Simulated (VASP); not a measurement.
# Ga (Cmce) in VASP: a series of runs, part 2 of 2

VASP 6.6.1. The steps go on from the part before.

## 3. Single point, PBEsol (zz strain of -2 %)

File INCAR:

```
  ALGO = Normal
  EDIFF = 1E-7
  ENCUT = 520
  GGA = PS
  ISIF = 2
  ISMEAR = -1
  LASPH = True
  LCHARG = False
  LREAL = False
  LWAVE = False
  NBANDS = 34
  NELM = 80
  PREC = Accurate
  SIGMA = 0.05
```

File KPOINTS:

```
k-points
0
Gamma
  9 9 8
```

File POSCAR:

```
Ga
1.0
    2.2553500000     -3.8224000000      0.0000000000
    2.2553500000      3.8224000000      0.0000000000
    0.0000000000      0.0000000000      4.4263660000
Ga
4
Direct
    0.1525000000      0.8475000000      0.0785000000
    0.6525000000      0.3475000000      0.4215000000
    0.8475000000      0.1525000000      0.9215000000
    0.3475000000      0.6525000000      0.5785000000
```

Potentials or basis: VASP PAW PBE potentials, release 64 (Ga_d).

Run with:

```console
cat potpaw_PBE.64/Ga_d/POTCAR > POTCAR
mpirun -np 1 vasp_std > vasp.out
```

OUTCAR:

```text
EDIFF = 1E-7
   ENCUT = 520
   GGA = PS
   ISIF = 2
   ISMEAR = -1
   LASPH = True
   LREAL = False
   NELM = 80
   PREC = Accurate

 ion  position               nearest neighbor table
   1  0.153  0.847  0.078-   3 2.43   4 2.67   4 2.67   2 2.72   2 2.72   3 2.79   3 2.79
   2  0.653  0.347  0.422-   4 2.43   3 2.67   3 2.67   1 2.72   1 2.72   4 2.79   4 2.79
   3  0.847  0.153  0.922-   1 2.43   2 2.67   2 2.67   4 2.72   4 2.72   1 2.79   1 2.79
   4  0.347  0.653  0.578-   2 2.43   1 2.67   1 2.67   3 2.72   3 2.72   2 2.79   2 2.79

  LATTYP: Found a base centered orthorhombic cell.
 ALAT       =     4.5107000000
 B/A-ratio  =     1.6948145521
 C/A-ratio  =     0.9813035671

  Lattice vectors:

 A1 = (   2.2553500000,  -3.8224000000,   0.0000000000)
 A2 = (   2.2553500000,   3.8224000000,   0.0000000000)
 A3 = (   0.0000000000,   0.0000000000,   4.4263660000)

Analysis of symmetry for initial positions (statically):
=====================================================================
 Subroutine PRICEL returns:
 Original cell was already a primitive cell.

 Routine SETGRP: Setting up the symmetry group for a
[... 174 lines left out ...]
 E-fermi :   5.0744     XC(G=0): -10.9397

 val. band max:        5.0691962358   @ k =  -0.4444   0.3333   0.3750
 cond. band min:       5.1228952615   @ k =  -0.2222   0.1111   0.2500
 fundamental gap:      0.0536990257
 Fermi energy:         5.0744215801

 k-point     1 :       0.0000    0.0000    0.0000
  band No.  band energies     occupation
      1     -10.0260      2.00000
      2     -10.0111      2.00000
      3     -10.0100      2.00000
      4      -9.9782      2.00000
      5      -9.9231      2.00000
      6      -9.8975      2.00000
[... 877 lines left out ...]
     33      11.7709      0.00000
     34      12.9544      0.00000

 [... further k-points ...]

------------------------ aborting loop because EDIFF is reached ----------------------------------------

  FORCE on cell =-STRESS in cart. coord.  units (eV):
  Direction    XX          YY          ZZ          XY          YZ          ZX
  --------------------------------------------------------------------------------------
  -------------------------------------------------------------------------------------
  Total       -0.2739464      0.3088003     -0.0300539      0.0000000     -0.0000000      0.0000000
  in kB       -5.7510712      6.4827733     -0.6309337      0.0000000     -0.0000000      0.0000000
  external PRESSURE =       0.0335895 kB  Pullay stress =       0.0000000 kB

 VOLUME and BASIS-vectors are now :
 -----------------------------------------------------------------------------
  energy-cutoff  :      520.00
  volume of cell :       76.32
      direct lattice vectors                 reciprocal lattice vectors
     2.255350000 -3.822400000  0.000000000     0.221695081 -0.130807869  0.000000000
     2.255350000  3.822400000  0.000000000     0.221695081  0.130807869  0.000000000
     0.000000000  0.000000000  4.426366000     0.000000000  0.000000000  0.225918959

 POSITION                                       TOTAL-FORCE (eV/Angst)
 -----------------------------------------------------------------------------------
      2.25535      2.65657      0.34747         0.000000     -0.371296      0.098666
      2.25535     -1.16583      1.86571         0.000000     -0.371296     -0.098666
      2.25535     -2.65657      4.07890         0.000000      0.371296     -0.098666
      2.25535      1.16583      2.56065         0.000000      0.371296      0.098666
 -----------------------------------------------------------------------------------
    total drift:                                0.000000      0.000000     -0.000000

  FREE ENERGIE OF THE ION-ELECTRON SYSTEM (eV)
  ---------------------------------------------------
  free  energy   TOTEN  =       -13.3815591038 eV

  energy  without entropy=      -13.3735332698  energy(sigma->0) =      -13.37754619
```

OSZICAR:

```text
N       E                     dE             d eps       ncg     rms          rms(c)
DAV:   1     0.359429195436E+03    0.35943E+03   -0.25440E+04  8732   0.290E+03
DAV:   2     0.312833189936E+02   -0.32815E+03   -0.31985E+03  8764   0.538E+02
DAV:   3    -0.121851735695E+02   -0.43468E+02   -0.42951E+02  9660   0.153E+02
DAV:   4    -0.135593115835E+02   -0.13741E+01   -0.13683E+01  9876   0.304E+01
DAV:   5    -0.135879488575E+02   -0.28637E-01   -0.28629E-01 10858   0.453E+00    0.278E+00
DAV:   6    -0.134213026368E+02    0.16665E+00   -0.33352E-01 10852   0.801E+00    0.144E+00
DAV:   7    -0.133848671856E+02    0.36435E-01   -0.79073E-02 12558   0.299E+00    0.360E-01
DAV:   8    -0.133814557849E+02    0.34114E-02   -0.16683E-02  9142   0.138E+00    0.467E-02
DAV:   9    -0.133815612033E+02   -0.10542E-03   -0.12059E-03  9682   0.375E-01    0.266E-02
DAV:  10    -0.133815591406E+02    0.20627E-05   -0.24645E-04 10052   0.185E-01    0.506E-03
DAV:  11    -0.133815602507E+02   -0.11101E-05   -0.44039E-05 10084   0.816E-02    0.604E-03
DAV:  12    -0.133815589819E+02    0.12687E-05   -0.11331E-05  9852   0.410E-02    0.490E-04
DAV:  13    -0.133815591394E+02   -0.15747E-06   -0.12793E-06 11252   0.760E-03    0.368E-04
DAV:  14    -0.133815591038E+02    0.35561E-07   -0.28516E-08  5054   0.133E-03
   1 F= -.13381559E+02 E0= -.13377546E+02  d E =-.802583E-02
```

It took 10 min on 1 thread of Oxide Virtual Turin-like, shared host; peak memory 0.33 GiB.

Results:

| Item | Value |
| --- | --- |
| Free energy | -13.3816 eV |
| Pressure | 0.0 GPa |
| Largest force | 0.384 eV/Å |
| Band gap on the k mesh | zero (bands 26 and 27 overlap by 1.32 eV) |

Forces on the atoms (eV/Å):
```
Ga   0.000 -0.371  0.099
Ga   0.000 -0.371 -0.099
Ga   0.000  0.371 -0.099
Ga   0.000  0.371  0.099
```

Levels at points of the mesh, in eV from the Fermi level:
```csv
k point,band 22,band 23,band 24,band 25,band 26,band 27,band 28,band 29,band 30,band 31
"(0.00, 0.00, 0.00)",-4.13,-3.55,-1.78,-1.68,-0.96,0.88,0.90,0.91,5.29,5.69
"(0.00, 0.00, 0.50)",-9.24,-0.15,-0.15,-0.05,-0.05,0.10,0.10,2.17,2.17,3.74
```

Caveat: the cell differs from its parent crystal (zz strain of -2 %); the PAW data sets were made with another functional, which shifts forces and pressure a little.

## 4. Single point, PBEsol (zz strain of -1 %)

File INCAR:

```
SYSTEM = Ga
ALGO = Normal
EDIFF = 1E-7
ENCUT = 520
GGA = PS
ISIF = 2
ISMEAR = -1
LASPH = .TRUE.
LCHARG = .FALSE.
LREAL = .FALSE.
LWAVE = .FALSE.
NBANDS = 34
NELM = 100
PREC = Accurate
SIGMA = 0.05
```

File KPOINTS:

```
k-points
0
G
  9 9 8
  0 0 0
```

POSCAR, as its differences from that of step 3:

```diff
@@ -4,3 +4,3 @@
     2.2553500000      3.8224000000      0.0000000000
-    0.0000000000      0.0000000000      4.4263660000
+    0.0000000000      0.0000000000      4.4715330000
 Ga
```

Run with:

```console
cat potpaw_PBE.64/Ga_d/POTCAR > POTCAR
mpirun -np 1 vasp_std > vasp.out
```

Run time: 7.2 min. Hardware: 1 thread of Oxide Virtual Turin-like, shared host; peak memory 0.33 GiB.

It converged, with:

```yaml
Free_energy: -13.3789 eV
Pressure: -0.6 GPa
Largest_force: 0.410 eV/Å
Band_gap_on_the_k_mesh: zero (bands 26 and 27 overlap by 1.30 eV)
```

Forces on the atoms (eV/Å):
```
Ga   0.000 -0.396  0.108
Ga   0.000 -0.396 -0.108
Ga   0.000  0.396 -0.108
Ga   0.000  0.396  0.108
```

Stress tensor (GPa, compression positive):
```
-1.18  0.00  0.00
 0.00  0.47  0.00
 0.00  0.00 -1.07
```

Levels at points of the mesh, in eV from the Fermi level:
| k point | band 22 | band 23 | band 24 | band 25 | band 26 | band 27 | band 28 | band 29 | band 30 | band 31 |
| --- | --- | --- | --- | --- | --- | --- | --- | --- | --- | --- |
| (0.00, 0.00, 0.00) | -4.23 | -3.61 | -1.73 | -1.63 | -0.92 | 0.91 | 0.91 | 0.93 | 5.20 | 5.57 |
| (0.00, 0.00, 0.50) | -9.22 | -0.16 | -0.16 | -0.03 | -0.03 | 0.11 | 0.11 | 2.16 | 2.16 | 3.74 |

Caveat: the cell differs from its parent crystal (zz strain of -1 %); the PAW data sets were made with another functional, which shifts forces and pressure a little.

## 5. Single point, PBEsol (zz strain of +1 %)

File INCAR:

```
ALGO = Normal
EDIFF = 1E-6
ENCUT = 520
GGA = PS
ISIF = 2
ISMEAR = -1
LASPH = T
LCHARG = F
LREAL = F
LWAVE = F
NBANDS = 34
NELM = 60
PREC = Accurate
SIGMA = 0.05
```

File KPOINTS:

```
k-points
0
Gamma
  9 9 8
```

POSCAR, as its differences from that of step 4:

```diff
@@ -4,3 +4,3 @@
     2.2553500000      3.8224000000      0.0000000000
-    0.0000000000      0.0000000000      4.4715330000
+    0.0000000000      0.0000000000      4.5618670000
 Ga
```

Potentials or basis: VASP PAW PBE potentials, release 64 (Ga_d).

Run with:

```console
cat potpaw_PBE.64/Ga_d/POTCAR > POTCAR
mpirun -np 1 vasp_std > vasp.out
```

OUTCAR:

```text
EDIFF = 1E-6
   ENCUT = 520
   GGA = PS
   ISIF = 2
   ISMEAR = -1
   LASPH = T
   LREAL = F
   NELM = 60
   PREC = Accurate

 ion  position               nearest neighbor table
   1  0.153  0.847  0.078-   3 2.44   4 2.72   4 2.72   2 2.74   2 2.74   3 2.80   3 2.80
   2  0.653  0.347  0.422-   4 2.44   3 2.72   3 2.72   1 2.74   1 2.74   4 2.80   4 2.80
   3  0.847  0.153  0.922-   1 2.44   2 2.72   2 2.72   4 2.74   4 2.74   1 2.80   1 2.80
   4  0.347  0.653  0.578-   2 2.44   1 2.72   1 2.72   3 2.74   3 2.74   2 2.80   2 2.80

  LATTYP: Found a base centered orthorhombic cell.
 ALAT       =     4.5107000000
 B/A-ratio  =     1.6948145521
 C/A-ratio  =     1.0113434722

  Lattice vectors:

 A1 = (   2.2553500000,  -3.8224000000,   0.0000000000)
 A2 = (   2.2553500000,   3.8224000000,   0.0000000000)
 A3 = (   0.0000000000,   0.0000000000,   4.5618670000)

Analysis of symmetry for initial positions (statically):
=====================================================================
 Subroutine PRICEL returns:
 Original cell was already a primitive cell.

 Routine SETGRP: Setting up the symmetry group for a
 base centered orthorhombic supercell.

 Subroutine GETGRP returns: Found  8 space group operations
 (whereof  4 operations were pure point group operations)
 out of a pool of  8 trial point group operations.

The static configuration has the point symmetry C_2h.
 The point group associated with its full space group is D_2h.

Analysis of symmetry for dynamics (positions and initial velocities):
=====================================================================
 Subroutine PRICEL returns:
 Original cell was already a primitive cell.

 Routine SETGRP: Setting up the symmetry group for a
 base centered orthorhombic supercell.

 Subroutine GETGRP returns: Found  8 space group operations
 (whereof  4 operations were pure point group operations)
 out of a pool of  8 trial point group operations.

The dynamic configuration has the point symmetry C_2h.
[... 122 lines left out ...]
   IMIX   =      4    mixing-type and parameters
     AMIX     =   0.40;   BMIX     =  1.00
     AMIX_MAG =   1.60;   BMIX_MAG =  1.00
  volume/ion in A,a.u.               =      19.66       132.70
  Fermi-wavevector in a.u.,A,eV,Ry     =   1.426160  2.695052 27.673346  2.033934
  Thomas-Fermi vector in A             =   2.546467
   LORBIT       =      0    0 simple, 1 ext, 2 COOP (PROOUT), +10 PAW based schemes
   GGA     = PS    functional components
   LHFCALC =     F    Hartree Fock is set to
   AEXX    =    0.0000 exact exchange contribution
   IVDW    =     0    specifies the selected vdW correction
   LEPSILON=     F    determine dielectric tensor
   LRPA    =     F    only Hartree local field effects (RPA)
 non-spin polarized calculation
  energy-cutoff  :      520.00
  volume of cell :       78.65
 maximum number of plane-waves:      2137
 NGX is ok and might be reduce to    36
   NGX = 17   NGY = 17   NGZ = 17

 number of electron      52.0000002 magnetization

 Free energy of the ion-electron system (eV)
  ---------------------------------------------------
  ext. energy  EPLUGINS =         0.00000000
  ---------------------------------------------------
  free energy    TOTEN  =       -13.36039493 eV

  energy without entropy =      -13.35238217  energy(sigma->0) =      -13.35638855

 E-fermi :   4.8539     XC(G=0): -10.7890

 val. band max:        4.8381656446   @ k =  -0.2222   0.2222   0.5000
 cond. band min:       4.8679386449   @ k =   0.0000   0.0000   0.5000
 fundamental gap:      0.0297730002
 Fermi energy:         4.8538733087

 k-point     1 :       0.0000    0.0000    0.0000
  band No.  band energies     occupation
      1     -10.2426      2.00000
      2     -10.2389      2.00000
      3     -10.2374      2.00000
      4     -10.2166      2.00000
      5     -10.1618      2.00000
      6     -10.1274      2.00000
[... 877 lines left out ...]
     33      11.6292      0.00000
     34      12.7308      0.00000

 [... further k-points ...]

------------------------ aborting loop because EDIFF is reached ----------------------------------------

  FORCE on cell =-STRESS in cart. coord.  units (eV):
  Direction    XX          YY          ZZ          XY          YZ          ZX
  --------------------------------------------------------------------------------------
  -------------------------------------------------------------------------------------
  Total       -1.1905381      0.0768922     -1.3515978      0.0000000      0.0000000      0.0000000
  in kB      -24.2510847      1.5662829    -27.5318471      0.0000000      0.0000000      0.0000000
  external PRESSURE =     -16.7388829 kB  Pullay stress =       0.0000000 kB

 VOLUME and BASIS-vectors are now :
 -----------------------------------------------------------------------------
  energy-cutoff  :      520.00
  volume of cell :       78.65
      direct lattice vectors                 reciprocal lattice vectors
     2.255350000 -3.822400000  0.000000000     0.221695081 -0.130807869  0.000000000
     2.255350000  3.822400000  0.000000000     0.221695081  0.130807869  0.000000000
     0.000000000  0.000000000  4.561867000     0.000000000  0.000000000  0.219208495

 POSITION                                       TOTAL-FORCE (eV/Angst)
 -----------------------------------------------------------------------------------
      2.25535      2.65657      0.35811         0.000000     -0.443158      0.122803
      2.25535     -1.16583      1.92283         0.000000     -0.443158     -0.122803
      2.25535     -2.65657      4.20376         0.000000      0.443158     -0.122803
      2.25535      1.16583      2.63904         0.000000      0.443158      0.122803
 -----------------------------------------------------------------------------------
    total drift:                                0.000000      0.000000     -0.000000

  FREE ENERGIE OF THE ION-ELECTRON SYSTEM (eV)
  ---------------------------------------------------
  free  energy   TOTEN  =       -13.3603949307 eV

  energy  without entropy=      -13.3523821712  energy(sigma->0) =      -13.35638855
```

OSZICAR:

```text
N       E                     dE             d eps       ncg     rms          rms(c)
DAV:   1     0.355530534126E+03    0.35553E+03   -0.25377E+04  8702   0.288E+03
DAV:   2     0.301887926343E+02   -0.32534E+03   -0.31726E+03  8812   0.531E+02
DAV:   3    -0.121817913562E+02   -0.42371E+02   -0.41839E+02  9586   0.151E+02
DAV:   4    -0.135274094684E+02   -0.13456E+01   -0.13399E+01  9922   0.299E+01
DAV:   5    -0.135555610195E+02   -0.28152E-01   -0.28130E-01 10628   0.448E+00    0.270E+00
DAV:   6    -0.133974571466E+02    0.15810E+00   -0.32170E-01 10826   0.772E+00    0.140E+00
DAV:   7    -0.133634582772E+02    0.33999E-01   -0.77314E-02 12400   0.290E+00    0.352E-01
DAV:   8    -0.133603137494E+02    0.31445E-02   -0.16610E-02  9148   0.138E+00    0.480E-02
DAV:   9    -0.133603998207E+02   -0.86071E-04   -0.11898E-03  9676   0.373E-01    0.270E-02
DAV:  10    -0.133603933793E+02    0.64414E-05   -0.24012E-04  9800   0.177E-01    0.616E-03
DAV:  11    -0.133603964616E+02   -0.30823E-05   -0.39201E-05  9912   0.717E-02    0.608E-03
DAV:  12    -0.133603948906E+02    0.15710E-05   -0.16807E-05  9724   0.511E-02    0.968E-04
DAV:  13    -0.133603949307E+02   -0.40123E-07   -0.13460E-06  6284   0.104E-02
   1 F= -.13360395E+02 E0= -.13356389E+02  d E =-.801276E-02
```

It took 8.4 min on 1 thread of Oxide Virtual Turin-like, shared host; peak memory 0.33 GiB.

What came out:

| Property | Result |
| --- | --- |
| Free energy | -13.3604 eV |
| Pressure | -1.7 GPa |
| Largest force | 0.460 eV/Å |
| Band gap on the k mesh | zero (bands 26 and 27 overlap by 1.26 eV) |

Forces on the atoms (eV/Å):
```
Ga   0.000 -0.443  0.123
Ga   0.000 -0.443 -0.123
Ga   0.000  0.443 -0.123
Ga   0.000  0.443  0.123
```

Caveat: the cell differs from its parent crystal (zz strain of +1 %); the PAW data sets were made with another functional, which shifts forces and pressure a little.

## 6. Single point, PBEsol (zz strain of +2 %)

File INCAR:

```
SYSTEM = Ga
PREC = Accurate
ENCUT = 520
EDIFF = 1E-6
ISMEAR = -1
SIGMA = 0.05
LREAL = .FALSE.
LASPH = .TRUE.
NELM = 100
ALGO = Normal
ISIF = 2
LWAVE = .FALSE.
LCHARG = .FALSE.
GGA = PS
NBANDS = 34
```

File KPOINTS:

```
regular mesh
0
G
  9 9 8
  0 0 0
```

POSCAR, as its differences from that of step 5:

```diff
@@ -4,3 +4,3 @@
     2.2553500000      3.8224000000      0.0000000000
-    0.0000000000      0.0000000000      4.5618670000
+    0.0000000000      0.0000000000      4.6070340000
 Ga
```

Potentials or basis: VASP PAW PBE potentials, release 64 (Ga_d).

Run with:

```console
cat potpaw_PBE.64/Ga_d/POTCAR > POTCAR
mpirun -np 1 vasp_std > vasp.out
```

Wall time 7.9 min (1 thread of Oxide Virtual Turin-like, shared host); peak memory 0.33 GiB.

Results (log left out):

```
Free energy            : -13.3453 eV
Pressure               : -2.1 GPa
Largest force          : 0.482 eV/Å
Band gap on the k mesh : zero (bands 26 and 27 overlap by 1.23 eV)
```

Forces on the atoms (eV/Å):
```
Ga   0.000 -0.465  0.128
Ga   0.000 -0.465 -0.128
Ga   0.000  0.465 -0.128
Ga   0.000  0.465  0.128
```

Stress tensor (GPa, compression positive):
```
-2.95  0.00  0.00
 0.00  0.08  0.00
 0.00  0.00 -3.50
```

Levels at points of the mesh, in eV from the Fermi level:
```
           k point  band 22  band 23  band 24  band 25  band 26  band 27  band 28  band 29  band 30  band 31
(0.00, 0.00, 0.00)    -4.51    -3.78    -1.56    -1.46    -0.79     0.93     1.02     1.02     4.99     5.25
(0.00, 0.00, 0.50)    -9.17    -0.17    -0.17     0.04     0.04     0.17     0.17     2.14     2.14     3.74
```

Caveat: the cell differs from its parent crystal (zz strain of +2 %); the PAW data sets were made with another functional, which shifts forces and pressure a little.

## 7. Summary

| cell | gap on the mesh (eV) | pressure (GPa) | largest force (eV/Å) |
| --- | --- | --- | --- |
| a = 4.438, b = 4.438, c = 4.381 Å, angles 90.0, 90.0, 118.9°, 4 atoms | none | 0.6 | 0.35 |
| a = 4.438, b = 4.438, c = 4.426 Å, angles 90.0, 90.0, 118.9°, 4 atoms | none | 0.0 | 0.38 |
| a = 4.438, b = 4.438, c = 4.472 Å, angles 90.0, 90.0, 118.9°, 4 atoms | none | -0.6 | 0.41 |
| a = 4.438, b = 4.438, c = 4.562 Å, angles 90.0, 90.0, 118.9°, 4 atoms | none | -1.7 | 0.46 |
| a = 4.438, b = 4.438, c = 4.607 Å, angles 90.0, 90.0, 118.9°, 4 atoms | none | -2.1 | 0.48 |

Alike in all rows: task single point; level PBEsol; potentials or basis VASP PAW PBE potentials, release 64 (Ga_d); no spin polarisation; k mesh 9 × 9 × 8; cutoff (eV) 520; smearing fermi-dirac 0.05 eV.

Caveats: the PAW data sets were made with another functional, which shifts forces and pressure a little.

Total energies depend on the potentials used, so only differences within one code and one set of settings carry meaning.

The gap in the log of VASP goes by the Fermi energy; the results here count the filled bands.